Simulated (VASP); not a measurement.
# LiGa (Fd-3m) in VASP: further runs

The runs below take LiGa through single point, relaxation of cell and atoms, with LDA.

Program: VASP 6.6.1. These are calculated values, not measurements. Logs are shortened: lines on timing, memory, paths and dates and some standing lists are left out, and cuts for length are marked.

### Step 1. The cell of the first run

Symmetry: Fd-3m, No. 227, cubic system. The conventional cell has a = 6.014 Å, b = 6.014 Å, c = 6.014 Å, α = 90.00°, β = 90.00°, γ = 90.00°. Li (site symmetry -43m) has 10 Ga at 2.60 to 3.01 Å and 4 Li at 2.60 Å within 3.4 Å. Ga (site symmetry -43m) has 10 Li at 2.60 to 3.01 Å and 4 Ga at 2.60 Å within 3.4 Å.

### Step 2. Single point, LDA (volume scaled by 0.98)

INCAR

```
ALGO = Normal
EDIFF = 1E-7
ENCUT = 520
GGA = CA
ISIF = 2
ISMEAR = -1
LASPH = True
LCHARG = False
LREAL = False
LWAVE = False
NBANDS = 24
NELM = 100
PREC = Accurate
SIGMA = 0.15
```

KPOINTS

```
k-points
0
Gamma
  12 12 12
```

POSCAR

```
LiGa
1.0
    0.0000000000      3.0071942276      3.0071942276
    3.0071942276      0.0000000000      3.0071942276
    3.0071942276      3.0071942276      0.0000000000
Li Ga
2 2
Direct
    0.0000000000      0.0000000000      0.0000000000
    0.2500000000      0.2500000000      0.2500000000
    0.5000000000      0.5000000000      0.5000000000
    0.7500000000      0.7500000000      0.7500000000
```

Potentials or basis: VASP PAW LDA potentials, release 64 (Li_sv, Ga_d).

Command:

```console
$ cat potpaw_LDA.64/Li_sv/POTCAR potpaw_LDA.64/Ga_d/POTCAR > POTCAR
$ mpirun -np 1 vasp_std > vasp.out
```

OUTCAR:

```text
EDIFF = 1E-7
   ENCUT = 520
   GGA = CA
   ISIF = 2
   ISMEAR = -1
   LASPH = True
   LREAL = False
   NELM = 100
   PREC = Accurate

 ion  position               nearest neighbor table
   1  0.000  0.000  0.000-   4 2.60   4 2.60   4 2.60   4 2.60
   2  0.250  0.250  0.250-   3 2.60   3 2.60   3 2.60   3 2.60
   3  0.500  0.500  0.500-   2 2.60   4 2.60   2 2.60   2 2.60   2 2.60   4 2.60   4 2.60   4 2.60

   4  0.750  0.750  0.750-   1 2.60   3 2.60   3 2.60   3 2.60   3 2.60   1 2.60   1 2.60   1 2.60

  LATTYP: Found a face centered cubic cell.
 ALAT       =     6.0143884552

  Lattice vectors:

 A1 = (   0.0000000000,   3.0071942276,   3.0071942276)
 A2 = (   3.0071942276,   0.0000000000,   3.0071942276)
 A3 = (   3.0071942276,   3.0071942276,   0.0000000000)

Analysis of symmetry for initial positions (statically):
=====================================================================
 Subroutine PRICEL returns:
 Original cell was already a primitive cell.

 Routine SETGRP: Setting up the symmetry group for a
 face centered cubic supercell.

 Subroutine GETGRP returns: Found 48 space group operations
 (whereof 24 operations were pure point group operations)
 out of a pool of 48 trial point group operations.

The static configuration has the point symmetry T_d .
 The point group associated with its full space group is O_h .

Analysis of symmetry for dynamics (positions and initial velocities):
=====================================================================
 Subroutine PRICEL returns:
 Original cell was already a primitive cell.

 Routine SETGRP: Setting up the symmetry group for a
 face centered cubic supercell.

 Subroutine GETGRP returns: Found 48 space group operations
 (whereof 24 operations were pure point group operations)
 out of a pool of 48 trial point group operations.

The dynamic configuration has the point symmetry T_d .
 The point group associated with its full space group is O_h .

 Subroutine INISYM returns: Found 48 space group operations
 (whereof 24 operations are pure point group operations),
 and found     1 'primitive' translations

----------------------------------------------------------------------------------------

                                     Primitive cell

  volume of cell :      54.3894

  direct lattice vectors                    reciprocal lattice vectors
     0.000000000  3.007194228  3.007194228    -0.166267944  0.166267944  0.166267944
     3.007194228  0.000000000  3.007194228     0.166267944 -0.166267944  0.166267944
     3.007194228  3.007194228  0.000000000     0.166267944  0.166267944 -0.166267944

  length of vectors
     4.252814861  4.252814861  4.252814861     0.287984526  0.287984526  0.287984526

  position of ions in fractional coordinates (direct lattice)
     0.000000000  0.000000000  0.000000000
     0.250000000  0.250000000  0.250000000
     0.500000000  0.500000000  0.500000000
     0.750000000  0.750000000  0.750000000

  ion indices of the primitive-cell ions
   primitive index   ion index
                 1           1
                 2           2
                 3           3
                 4           4

----------------------------------------------------------------------------------------

 KPOINTS: k-points

Automatic generation of k-mesh.
 Grid dimensions read from file:
 generate k-points for:   12   12   12

 Generating k-lattice:

  Cartesian coordinates                     Fractional coordinates (reciprocal lattice)
    -0.013855662  0.013855662  0.013855662     0.083333333  0.000000000  0.000000000
     0.013855662 -0.013855662  0.013855662     0.000000000  0.083333333  0.000000000
     0.013855662  0.013855662 -0.013855662     0.000000000  0.000000000  0.083333333

  Length of vectors
     0.023998710  0.023998710  0.023998710

  Shift w.r.t. Gamma in fractional coordinates (k-lattice)
     0.000000000  0.000000000  0.000000000

 Subroutine IBZKPT returns following result:
 ===========================================

 Found     72 irreducible k-points:

 Following reciprocal coordinates:
            Coordinates               Weight
  0.000000  0.000000  0.000000      1.000000
  0.083333  0.000000  0.000000      8.000000
  0.166667  0.000000  0.000000      8.000000
  0.250000  0.000000  0.000000      8.000000
  0.333333  0.000000  0.000000      8.000000
  0.416667  0.000000  0.000000      8.000000
[... 16 lines left out ...]
  0.500000  0.166667  0.000000     24.000000
 -0.416667  0.166667  0.000000     24.000000
 [... further k-points ...]
   k-points           NKPTS =     72   k-points in BZ     NKDIM =     72   number of bands    NBANDS=     24
   number of dos      NEDOS =    301   number of ions     NIONS =      4
   total plane-waves  NPLWV =  32768
   dimension x,y,z NGX =    32 NGY =   32 NGZ =   32
   dimension x,y,z NGXF=    64 NGYF=   64 NGZF=   64
   ions per type =               2   2
   NGX,Y,Z   is equivalent  to a cutoff of  12.51, 12.51, 12.51 a.u.
   NGXF,Y,Z  is equivalent  to a cutoff of  25.02, 25.02, 25.02 a.u.
 SYSTEM =  unknown system
   PREC   = accura    normal or accurate (medium, high low for compatibility)
   ISTART =      0    job   : 0-new  1-cont  2-samecut
   ICHARG =      2    charge: 1-file 2-atom 10-const
   ISPIN  =      1    spin polarized calculation?
   LNONCOLLINEAR =      F non collinear calculations
   LSORBIT =      F    spin-orbit coupling
   LASPH  =      T    aspherical Exc in radial PAW
   ENCUT  =  520.0 eV  38.22 Ry    6.18 a.u.   7.91  7.91  7.91*2*pi/ulx,y,z
   NELM   =    100;   NELMIN=  2; NELMDL= -5     # of ELM steps
   EDIFF  = 0.1E-06   stopping-criterion for ELM
   LREAL  =      F    real-space projection
   EDIFFG = 0.1E-05   stopping-criterion for IOM
   NSW    =      0    number of steps for IOM
   IBRION =     -1    ionic relax: 0-MD 1-quasi-New 2-CG
   NFREE  =      0    steps in history (QN), initial steepest desc. (CG)
   ISIF   =      2    stress and relaxation
   ISYM   =      2    0-nonsym 1-usesym 2-fastsym
   POTIM  = 0.5000    time-step for ionic-motion
   TEBEG  =    0.0;   TEEND  =   0.0 temperature during run
   PSTRESS=    0.0 pullay stress
   NELECT =      32.0000    total number of electrons
   NUPDOWN=      -1.0000    fix difference up-down
   EMIN   =  10.00;   EMAX   =-10.00  energy-range for DOS
   EFERMI =   0.00;   METHOD = LEGACY
   ISMEAR =    -1;   SIGMA  =   0.15  broadening in eV -4-tet -1-fermi 0-gaus
   EFERMI_NEDOS =   21; number of points for ismear=-14 and -15
   IALGO  =     38    algorithm
   IMIX   =      4    mixing-type and parameters
     AMIX     =   0.40;   BMIX     =  1.00
     AMIX_MAG =   1.60;   BMIX_MAG =  1.00
  volume/ion in A,a.u.               =      13.60        91.76
  Fermi-wavevector in a.u.,A,eV,Ry     =   1.371787  2.592302 25.603437  1.881800
  Thomas-Fermi vector in A             =   2.497452
   LORBIT       =      0    0 simple, 1 ext, 2 COOP (PROOUT), +10 PAW based schemes
   GGA     = CA    functional components
   LHFCALC =     F    Hartree Fock is set to
   AEXX    =    0.0000 exact exchange contribution
   IVDW    =     0    specifies the selected vdW correction
   LEPSILON=     F    determine dielectric tensor
   LRPA    =     F    only Hartree local field effects (RPA)
 non-spin polarized calculation
  energy-cutoff  :      520.00
  volume of cell :       54.39
 maximum number of plane-waves:      1484
   NGX = 15   NGY = 15   NGZ = 15

 number of electron      32.0000010 magnetization

 Free energy of the ion-electron system (eV)
  ---------------------------------------------------
  ext. energy  EPLUGINS =         0.00000000
  ---------------------------------------------------
  free energy    TOTEN  =       -12.84419337 eV

  energy without entropy =      -12.80698188  energy(sigma->0) =      -12.82558763

 E-fermi :   6.0056     XC(G=0): -10.7712

 val. band max:        5.7504335304   @ k =  -0.1667   0.1667   0.0000
 cond. band min:       6.0790057126   @ k =  -0.1667   0.0833   0.0000
 fundamental gap:      0.3285721822
 Fermi energy:         6.0055541607

 k-point     1 :       0.0000    0.0000    0.0000
  band No.  band energies     occupation
      1     -40.3726      2.00000
      2     -40.2957      2.00000
      3      -9.8167      2.00000
      4      -9.8167      2.00000
      5      -9.8167      2.00000
      6      -9.7897      2.00000
[... 16 lines left out ...]
     23      10.3013      0.00000
     24      11.9411      0.00000

 k-point     2 :       0.0833    0.0000    0.0000
  band No.  band energies     occupation
      1     -40.3716      2.00000
      2     -40.2966      2.00000
      3      -9.8256      2.00000
      4      -9.8256      2.00000
      5      -9.8153      2.00000
      6      -9.7783      2.00000
[... 16 lines left out ...]
     23      10.4482      0.00000
     24      12.1371      0.00000

 k-point     3 :       0.1667    0.0000    0.0000
  band No.  band energies     occupation
      1     -40.3686      2.00000
      2     -40.2994      2.00000
      3      -9.8370      2.00000
      4      -9.8370      2.00000
      5      -9.8117      2.00000
      6      -9.7606      2.00000
[... 16 lines left out ...]
     23      10.7607      0.00000
     24      12.8783      0.00000
[... 514 lines left out ...]
 k-point    23 :       0.5000    0.1667    0.0000
  band No.  band energies     occupation
      1     -40.3503      2.00000
      2     -40.3172      2.00000
      3      -9.8691      2.00000
      4      -9.8476      2.00000
      5      -9.7873      2.00000
      6      -9.7172      2.00000
[... 16 lines left out ...]
     23      14.7430      0.00000
     24      15.5180      0.00000

 k-point    24 :      -0.4167    0.1667    0.0000
  band No.  band energies     occupation
      1     -40.3498      2.00000
      2     -40.3177      2.00000
      3      -9.8672      2.00000
      4      -9.8542      2.00000
      5      -9.7781      2.00000
      6      -9.7194      2.00000
[... 16 lines left out ...]
     23      13.8925      0.00000
     24      16.8081      0.00000

 [... further k-points ...]

------------------------ aborting loop because EDIFF is reached ----------------------------------------

  FORCE on cell =-STRESS in cart. coord.  units (eV):
  Direction    XX          YY          ZZ          XY          YZ          ZX
  --------------------------------------------------------------------------------------
  -------------------------------------------------------------------------------------
  Total        0.4048987      0.4048987      0.4048987     -0.0000000     -0.0000000      0.0000000
  in kB       11.9273114     11.9273114     11.9273114     -0.0000000     -0.0000000      0.0000000
  external PRESSURE =      11.9273114 kB  Pullay stress =       0.0000000 kB

 VOLUME and BASIS-vectors are now :
 -----------------------------------------------------------------------------
  energy-cutoff  :      520.00
  volume of cell :       54.39
      direct lattice vectors                 reciprocal lattice vectors
     0.000000000  3.007194228  3.007194228    -0.166267944  0.166267944  0.166267944
     3.007194228  0.000000000  3.007194228     0.166267944 -0.166267944  0.166267944
     3.007194228  3.007194228  0.000000000     0.166267944  0.166267944 -0.166267944

 POSITION                                       TOTAL-FORCE (eV/Angst)
 -----------------------------------------------------------------------------------
      0.00000      0.00000      0.00000        -0.000000     -0.000000     -0.000000
      1.50360      1.50360      1.50360        -0.000000      0.000000      0.000000
      3.00719      3.00719      3.00719         0.000000      0.000000      0.000000
      4.51079      4.51079      4.51079        -0.000000     -0.000000     -0.000000
 -----------------------------------------------------------------------------------
    total drift:                                0.000000     -0.000000      0.000000

  FREE ENERGIE OF THE ION-ELECTRON SYSTEM (eV)
  ---------------------------------------------------
  free  energy   TOTEN  =       -12.8441933697 eV

  energy  without entropy=      -12.8069818843  energy(sigma->0) =      -12.82558763
```

It took 1.7 min on 1 thread of Oxide Virtual Turin-like, shared host; peak memory 0.17 GiB.

What came out:

| Item | Value |
| --- | --- |
| Free energy | -12.8442 eV |
| Band gap on the k mesh | zero (band 16 reaches 6.53 eV, above the bottom of band 17 at 6.16 eV) |

Levels at points of the mesh, in eV from the Fermi level:
| k point | band 14 | band 15 | band 16 | band 17 | band 18 | band 19 |
| --- | --- | --- | --- | --- | --- | --- |
| (0.00, 0.00, 0.00) | 0.52 | 0.52 | 0.52 | 1.02 | 1.02 | 1.02 |
| (0.50, 0.00, 0.00) | -6.60 | -1.11 | -1.11 | 0.21 | 0.87 | 0.87 |
| (0.50, 0.50, 0.00) | -7.55 | -3.56 | -3.56 | 0.16 | 0.16 | 7.90 |

Caveat: the cutoff is under 1.25 times the usual one of these potentials, so pressure, stress and relaxed cells hold a basis-set (Pulay) error.

[end of part 1 of 2]
